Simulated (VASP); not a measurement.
# C19O: single point with PBE

C19O, a slab with vacuum:

```
C O
1.0
     7.39800    0.00000    0.00000
    -3.69900    6.40686    0.00000
     0.00000    0.00000   13.00000
C O
19 1
Direct
  0.99886 0.99875 0.06205
  0.22370 0.11115 0.06202
  0.00110 0.33379 0.06209
  0.22147 0.44397 0.06209
  0.00057 0.66488 0.06208
  0.22200 0.77560 0.06207
  0.33441 0.00047 0.06202
  0.55477 0.11063 0.06206
  0.33389 0.33150 0.06206
  0.55530 0.44222 0.06208
  0.33216 0.66539 0.06210
  0.55706 0.77784 0.06210
  0.66724 0.99820 0.06209
  0.88865 0.10890 0.06207
  0.66548 0.33203 0.06208
  0.89038 0.44448 0.06209
  0.66775 0.66711 0.06209
  0.88813 0.77733 0.06205
  0.07561 0.83194 0.34363
  0.98198 0.68540 0.39138
```

```yaml
Program: VASP 6.6.1
Task: single point
Functional: PBE
Potentials_or_basis: VASP PAW PBE potentials, release 64 (C_h, O_h)
Cutoff: 1000 eV
k_mesh: 2 × 2 × 1
Occupations: gaussian, width 0.05 eV
Spin: no spin polarisation
Dipole_correction: no
Further_INCAR_settings: LREAL = Auto; ALGO = Normal; EDIFF = 1e-06; NBANDS = 57; NELMDL = -8
```

```yaml
Largest_force: 0.009 eV/Å
Band_gap_on_the_k_mesh: 0.22 eV
```

Forces in eV/Å, atoms in the order of the input:
```
C    0.003 -0.005 -0.001
C    0.004 -0.002 -0.001
C   -0.005 -0.002  0.000
C    0.004  0.000  0.000
C    0.000  0.001 -0.004
C   -0.004  0.004  0.001
C   -0.004 -0.002  0.000
C    0.004  0.002  0.000
C   -0.001  0.003  0.001
C   -0.004  0.001  0.000
C    0.004 -0.001  0.000
C   -0.002 -0.005  0.000
C   -0.001  0.005  0.000
C   -0.004  0.002  0.000
C    0.004  0.000  0.000
C   -0.001 -0.001  0.002
C   -0.004 -0.002 -0.001
C    0.007  0.003  0.003
C    0.001  0.006 -0.004
O   -0.002 -0.007  0.005
```

Levels at points of the mesh, in eV from the valence-band top:
```tsv
k point	band 39	band 40	band 41	band 42	band 43	band 44
(0.00, 0.00, 0.00)	-2.95	0.00	0.00	0.22	0.22	2.26
(0.50, 0.00, 0.00)	-2.52	-2.52	-2.25	1.78	2.23	2.27
(0.00, 0.50, 0.00)	-2.52	-2.52	-2.25	1.78	2.26	2.28
(0.50, 0.50, 0.00)	-2.52	-2.52	-2.25	1.78	2.23	2.27
```

Run time: 15 min on 1 thread of Intel(R) Xeon(R) Platinum 8375C CPU @ 2.90GHz (Ice Lake), on a shared host, peak memory 1.6 GiB.

Caveat: the k points lie up to 0.49 Å⁻¹ apart; there is no dipole correction, which matters where the two faces differ.
